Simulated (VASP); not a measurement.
Runs of VASP 6.6.1 on C. The structure is that of space group I4/mmm (No. 139), or close to it. The cells are those of the table. 

| cell | gap on the mesh (eV) | pressure (GPa) | largest force (eV/Å) |
| --- | --- | --- | --- |
| a = 4.113 Å, angles 110.7, 110.7, 107.0°, 8 atoms | (a) | 19.1 | 1.11 |
| a = 4.135 Å, angles 111.1, 111.1, 106.2°, 8 atoms | 1.99 | 13.8 | 1.33 |
| a = 4.238 Å, angles 108.3, 108.3, 111.9°, 8 atoms | 2.44 | -12.3 | (b) |
| a = 4.176 Å, angles 110.7, 110.7, 107.0°, 8 atoms | 2.31 | 2.0 | 0.87 |
| a = 4.176 Å, angles 108.3, 108.3, 111.9°, 8 atoms | 2.46 | 2.0 | 1.03 |
| a = 4.218 Å, angles 107.9, 107.9, 112.7°, 8 atoms | (d) | (c) | 1.25 |

Alike in all rows: task single point; level LDA; potentials or basis VASP PAW LDA potentials, release 64 (C); no spin polarisation; k mesh 8 × 8 × 8; cutoff (eV) 520; smearing gaussian 0.05 eV.

Estimate the missing entries.

(a) 2.32; (b) 0.85; (c) -7.1; (d) 2.19.

Caveats: forces of over 1 eV/Å act on the atoms, so gaps and moduli don't describe the material at rest (some runs).

A k mesh can miss the band edges.
